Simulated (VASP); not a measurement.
# C (Pm-3m) in VASP: further runs

C is run at these levels: PBE; tasks: single point, relaxation of cell and atoms.

Everything below comes from runs of VASP 6.6.1. Logs are shortened: lines on timing, memory, paths and dates and some standing lists are left out, and cuts for length are marked.

### Step 1. The cell of the first run

It takes space group Pm-3m (No. 221, cubic). Conventional cell: a = 1.748 Å, b = 1.748 Å, c = 1.748 Å, α = 90.00°, β = 90.00°, γ = 90.00°. C (site symmetry m-3m) has 6 C at 1.75 Å within 2.3 Å.

### Step 2. Single point, PBE

File INCAR:

```
PREC = Accurate
ENCUT = 520
EDIFF = 1E-6
ISMEAR = -1
SIGMA = 0.1
LREAL = F
LASPH = T
NELM = 80
ALGO = Normal
ISIF = 2
LWAVE = F
LCHARG = F
GGA = PE
NBANDS = 8
```

File KPOINTS:

```
regular mesh
0
Gamma
  11 11 11
```

File POSCAR:

```
C
1.0
    1.7479990942      0.0000000000      0.0000000000
    0.0000000000      1.7479990942      0.0000000000
    0.0000000000      0.0000000000      1.7479990942
C
1
Direct
    0.0000000000      0.0000000000      0.0000000000
```

Potentials or basis: VASP PAW PBE potentials, release 64 (C).

Run with:

```console
$ cat potpaw_PBE.64/C/POTCAR > POTCAR
$ mpirun -np 1 vasp_std > vasp.out
```

OUTCAR:

```text
PREC = Accurate
   ENCUT = 520
   EDIFF = 1E-6
   ISMEAR = -1
   LREAL = F
   LASPH = T
   NELM = 80
   ISIF = 2
   GGA = PE

 ion  position               nearest neighbor table
   1  0.000  0.000  0.000-

  LATTYP: Found a simple cubic cell.
 ALAT       =     1.7479990942

  Lattice vectors:

 A1 = (   1.7479990942,   0.0000000000,   0.0000000000)
 A2 = (   0.0000000000,   1.7479990942,   0.0000000000)
 A3 = (   0.0000000000,   0.0000000000,   1.7479990942)

Analysis of symmetry for initial positions (statically):
=====================================================================
 Subroutine PRICEL returns:
 Original cell was already a primitive cell.

 Routine SETGRP: Setting up the symmetry group for a
 simple cubic supercell.

 Subroutine GETGRP returns: Found 48 space group operations
 (whereof 48 operations were pure point group operations)
 out of a pool of 48 trial point group operations.

The static configuration has the point symmetry O_h .

Analysis of symmetry for dynamics (positions and initial velocities):
=====================================================================
 Subroutine PRICEL returns:
 Original cell was already a primitive cell.

 Routine SETGRP: Setting up the symmetry group for a
 simple cubic supercell.

 Subroutine GETGRP returns: Found 48 space group operations
 (whereof 48 operations were pure point group operations)
 out of a pool of 48 trial point group operations.

The dynamic configuration has the point symmetry O_h .

 Subroutine INISYM returns: Found 48 space group operations
 (whereof 48 operations are pure point group operations),
 and found     1 'primitive' translations

----------------------------------------------------------------------------------------

                                     Primitive cell

  volume of cell :       5.3410

  direct lattice vectors                    reciprocal lattice vectors
     1.747999094  0.000000000  0.000000000     0.572082676  0.000000000  0.000000000
     0.000000000  1.747999094  0.000000000     0.000000000  0.572082676  0.000000000
     0.000000000  0.000000000  1.747999094     0.000000000  0.000000000  0.572082676

  length of vectors
     1.747999094  1.747999094  1.747999094     0.572082676  0.572082676  0.572082676

  position of ions in fractional coordinates (direct lattice)
     0.000000000  0.000000000  0.000000000

  ion indices of the primitive-cell ions
   primitive index   ion index
                 1           1

----------------------------------------------------------------------------------------

 KPOINTS: regular mesh

Automatic generation of k-mesh.
 Grid dimensions read from file:
 generate k-points for:   11   11   11

 Generating k-lattice:

  Cartesian coordinates                     Fractional coordinates (reciprocal lattice)
     0.052007516  0.000000000  0.000000000     0.090909091  0.000000000  0.000000000
     0.000000000  0.052007516  0.000000000     0.000000000  0.090909091  0.000000000
     0.000000000  0.000000000  0.052007516     0.000000000  0.000000000  0.090909091

  Length of vectors
     0.052007516  0.052007516  0.052007516

  Shift w.r.t. Gamma in fractional coordinates (k-lattice)
     0.000000000  0.000000000  0.000000000

 Subroutine IBZKPT returns following result:
 ===========================================

 Found     56 irreducible k-points:

 Following reciprocal coordinates:
            Coordinates               Weight
  0.000000  0.000000  0.000000      1.000000
  0.090909  0.000000  0.000000      6.000000
  0.181818  0.000000  0.000000      6.000000
  0.272727  0.000000  0.000000      6.000000
  0.363636  0.000000  0.000000      6.000000
  0.454545  0.000000  0.000000      6.000000
[... 16 lines left out ...]
  0.181818  0.090909  0.090909     24.000000
  0.272727  0.090909  0.090909     24.000000
 [... further k-points ...]
   k-points           NKPTS =     56   k-points in BZ     NKDIM =     56   number of bands    NBANDS=      8
   number of dos      NEDOS =    301   number of ions     NIONS =      1
   total plane-waves  NPLWV =   2744
   dimension x,y,z NGX =    14 NGY =   14 NGZ =   14
   dimension x,y,z NGXF=    28 NGYF=   28 NGZF=   28
   ions per type =               1
   NGX,Y,Z   is equivalent  to a cutoff of  13.31, 13.31, 13.31 a.u.
   NGXF,Y,Z  is equivalent  to a cutoff of  26.63, 26.63, 26.63 a.u.
 SYSTEM =  unknown system
   PREC   = accura    normal or accurate (medium, high low for compatibility)
   ISTART =      0    job   : 0-new  1-cont  2-samecut
   ICHARG =      2    charge: 1-file 2-atom 10-const
   ISPIN  =      1    spin polarized calculation?
   LNONCOLLINEAR =      F non collinear calculations
   LSORBIT =      F    spin-orbit coupling
   LASPH  =      T    aspherical Exc in radial PAW
   ENCUT  =  520.0 eV  38.22 Ry    6.18 a.u.   3.25  3.25  3.25*2*pi/ulx,y,z
   NELM   =     80;   NELMIN=  2; NELMDL= -5     # of ELM steps
   EDIFF  = 0.1E-05   stopping-criterion for ELM
   LREAL  =      F    real-space projection
   EDIFFG = 0.1E-04   stopping-criterion for IOM
   NSW    =      0    number of steps for IOM
   IBRION =     -1    ionic relax: 0-MD 1-quasi-New 2-CG
   NFREE  =      0    steps in history (QN), initial steepest desc. (CG)
   ISIF   =      2    stress and relaxation
   ISYM   =      2    0-nonsym 1-usesym 2-fastsym
   POTIM  = 0.5000    time-step for ionic-motion
   TEBEG  =    0.0;   TEEND  =   0.0 temperature during run
   PSTRESS=    0.0 pullay stress
   NELECT =       4.0000    total number of electrons
   NUPDOWN=      -1.0000    fix difference up-down
   EMIN   =  10.00;   EMAX   =-10.00  energy-range for DOS
   EFERMI =   0.00;   METHOD = LEGACY
   ISMEAR =    -1;   SIGMA  =   0.10  broadening in eV -4-tet -1-fermi 0-gaus
   EFERMI_NEDOS =   21; number of points for ismear=-14 and -15
   IALGO  =     38    algorithm
   IMIX   =      4    mixing-type and parameters
     AMIX     =   0.40;   BMIX     =  1.00
     AMIX_MAG =   1.60;   BMIX_MAG =  1.00
  volume/ion in A,a.u.               =       5.34        36.04
  Fermi-wavevector in a.u.,A,eV,Ry     =   1.486690  2.809436 30.072220  2.210246
  Thomas-Fermi vector in A             =   2.599944
   LORBIT       =      0    0 simple, 1 ext, 2 COOP (PROOUT), +10 PAW based schemes
   GGA     = PE    functional components
   LHFCALC =     F    Hartree Fock is set to
   AEXX    =    0.0000 exact exchange contribution
   IVDW    =     0    specifies the selected vdW correction
   LEPSILON=     F    determine dielectric tensor
   LRPA    =     F    only Hartree local field effects (RPA)
 non-spin polarized calculation
  energy-cutoff  :      520.00
  volume of cell :        5.34
 maximum number of plane-waves:       151
 NGX is ok and might be reduce to    14
   NGX =  7   NGY =  7   NGZ =  7

 number of electron       4.0000001 magnetization

 Free energy of the ion-electron system (eV)
  ---------------------------------------------------
  ext. energy  EPLUGINS =         0.00000000
  ---------------------------------------------------
  free energy    TOTEN  =        -6.49297252 eV

  energy without entropy =       -6.48943724  energy(sigma->0) =       -6.49120488

 E-fermi :  11.8132     XC(G=0): -14.0484

 val. band max:       10.9652990200   @ k =   0.2727   0.1818   0.1818
 cond. band min:      11.8978402311   @ k =   0.4545   0.3636   0.3636
 fundamental gap:      0.9325412111
 Fermi energy:        11.8132190821

 k-point     1 :       0.0000    0.0000    0.0000
  band No.  band energies     occupation
      1     -11.2332      2.00000
      2      21.2328      0.00000
      3      21.2328      0.00000
      4      21.2328      0.00000
      5      37.4943      0.00000
      6      37.4943      0.00000
      7      43.7577      0.00000
      8      69.0962      0.00000

 k-point     2 :       0.0909    0.0000    0.0000
  band No.  band energies     occupation
      1     -10.9002      2.00000
      2      18.9260      0.00000
      3      21.4590      0.00000
      4      21.4590      0.00000
      5      37.8692      0.00000
      6      39.9912      0.00000
      7      43.7453      0.00000
      8      67.0583      0.00000

 k-point     3 :       0.1818    0.0000    0.0000
  band No.  band energies     occupation
      1      -9.9023      2.00000
      2      14.2942      0.00000
      3      22.0992      0.00000
      4      22.0992      0.00000
      5      38.9807      0.00000
      6      42.8705      0.00000
      7      45.8103      0.00000
      8      62.5542      0.00000

 k-point     4 :       0.2727    0.0000    0.0000
  band No.  band energies     occupation
      1      -8.2445      2.00000
      2       9.3574      2.00000
      3      23.0236      0.00000
      4      23.0236      0.00000
      5      40.7750      0.00000
      6      42.6551      0.00000
      7      50.6380      0.00000
      8      57.8928      0.00000

 k-point     5 :       0.3636    0.0000    0.0000
  band No.  band energies     occupation
      1      -5.9347      2.00000
      2       4.7207      2.00000
      3      23.9888      0.00000
      4      23.9888      0.00000
      5      42.2824      0.00000
      6      43.0757      0.00000
      7      53.8289      0.00000
      8      54.2271      0.00000

 k-point     6 :       0.4545    0.0000    0.0000
  band No.  band energies     occupation
      1      -2.9884      2.00000
      2       0.5815      2.00000
      3      24.6278      0.00000
      4      24.6278      0.00000
      5      42.0316      0.00000
      6      45.1972      0.00000
      7      52.1904      0.00000
      8      52.1904      0.00000

 k-point     7 :       0.0909    0.0909    0.0000
  band No.  band energies     occupation
      1     -10.5676      2.00000
      2      18.4898      0.00000
      3      19.9309      0.00000
      4      21.6836      0.00000
      5      39.3111      0.00000
      6      41.3517      0.00000
      7      43.5685      0.00000
      8      64.9517      0.00000

 k-point     8 :       0.1818    0.0909    0.0000
  band No.  band energies     occupation
      1      -9.5717      2.00000
      2      14.4133      0.00000
      3      20.1930      0.00000
      4      22.3174      0.00000
      5      40.7001      0.00000
      6      42.7665      0.00000
      7      46.2115      0.00000
      8      60.6486      0.00000

 k-point     9 :       0.2727    0.0909    0.0000
  band No.  band energies     occupation
      1      -7.9173      2.00000
      2       9.5778      2.00000
      3      21.2100      0.00000
      4      23.2359      0.00000
      5      41.6526      0.00000
      6      42.4426      0.00000
      7      50.9107      0.00000
      8      56.4635      0.00000

 k-point    10 :       0.3636    0.0909    0.0000
  band No.  band energies     occupation
      1      -5.6140      2.00000
      2       4.9891      2.00000
      3      22.3435      0.00000
      4      24.1898      0.00000
      5      40.3594      0.00000
      6      44.5687      0.00000
      7      52.7022      0.00000
      8      54.2356      0.00000
[... 78 lines left out ...]
 k-point    18 :       0.4545    0.2727    0.0000
  band No.  band energies     occupation
      1      -0.2818      2.00000
      2       3.1142      2.00000
      3      15.9159      0.00000
      4      26.1298      0.00000
      5      28.1575      0.00000
      6      50.7886      0.00000
      7      53.8764      0.00000
      8      55.4811      0.00000

 k-point    19 :       0.3636    0.3636    0.0000
  band No.  band energies     occupation
      1      -0.9395      2.00000
      2       6.8583      2.00000
      3      12.3834      0.00666
      4      26.2370      0.00000
      5      26.3744      0.00000
      6      50.9135      0.00000
      7      54.9433      0.00000
      8      58.2956      0.00000

 k-point    20 :       0.4545    0.3636    0.0000
  band No.  band energies     occupation
      1       1.6836      2.00000
      2       4.6779      2.00000
      3      12.3549      0.00884
      4      23.4213      0.00000
      5      26.9057      0.00000
      6      52.4436      0.00000
      7      54.3946      0.00000
      8      57.7909      0.00000

 k-point    21 :       0.4545    0.4545    0.0000
  band No.  band energies     occupation
      1       3.9033      2.00000
      2       5.4036      2.00000
      3       9.9178      2.00000
      4      20.4631      0.00000
      5      27.4069      0.00000
      6      53.7947      0.00000
      7      54.3929      0.00000
      8      59.7950      0.00000

 k-point    22 :       0.0909    0.0909    0.0909
  band No.  band energies     occupation
      1     -10.2358      2.00000
      2      18.7438      0.00000
      3      18.7438      0.00000
      4      21.0023      0.00000
      5      41.6657      0.00000
      6      41.6657      0.00000
      7      43.3074      0.00000
      8      64.8453      0.00000

 k-point    23 :       0.1818    0.0909    0.0909
  band No.  band energies     occupation
      1      -9.2416      2.00000
      2      14.5686      0.00000
      3      19.4691      0.00000
      4      21.4576      0.00000
      5      42.4011      0.00000
      6      42.5730      0.00000
      7      46.5943      0.00000
      8      59.0680      0.00000

 k-point    24 :       0.2727    0.0909    0.0909
  band No.  band energies     occupation
      1      -7.5908      2.00000
      2       9.8039      2.00000
      3      20.5364      0.00000
      4      22.4360      0.00000
      5      40.9992      0.00000
      6      43.9277      0.00000
      7      51.0889      0.00000
      8      53.8603      0.00000

 [... further k-points ...]
[... 5 lines left out ...]
  --------------------------------------------------------------------------------------
  -------------------------------------------------------------------------------------
  Total        0.3494038      0.3494038      0.3494038      0.0000000      0.0000000      0.0000000
  in kB      104.8128658    104.8128658    104.8128658      0.0000000      0.0000000      0.0000000
  external PRESSURE =     104.8128658 kB  Pullay stress =       0.0000000 kB

 VOLUME and BASIS-vectors are now :
 -----------------------------------------------------------------------------
  energy-cutoff  :      520.00
  volume of cell :        5.34
      direct lattice vectors                 reciprocal lattice vectors
     1.747999094  0.000000000  0.000000000     0.572082676  0.000000000  0.000000000
     0.000000000  1.747999094  0.000000000     0.000000000  0.572082676  0.000000000
     0.000000000  0.000000000  1.747999094     0.000000000  0.000000000  0.572082676

 POSITION                                       TOTAL-FORCE (eV/Angst)
 -----------------------------------------------------------------------------------
      0.00000      0.00000      0.00000         0.000000      0.000000      0.000000
 -----------------------------------------------------------------------------------
    total drift:                               -0.000000     -0.000000     -0.000000

  FREE ENERGIE OF THE ION-ELECTRON SYSTEM (eV)
  ---------------------------------------------------
  free  energy   TOTEN  =        -6.4929725217 eV

  energy  without entropy=       -6.4894372401  energy(sigma->0) =       -6.49120488
```

Run time: 1.4 s. Hardware: 1 thread of Intel Xeon 6975P-C, shared host; peak memory 0.1 GiB.

Results:

```
Free energy            : -6.4930 eV
Pressure               : 10.5 GPa
Band gap on the k mesh : zero (band 2 reaches 21.23 eV, above the bottom of band 3 at 9.92 eV)
```

[end of part 1 of 2]
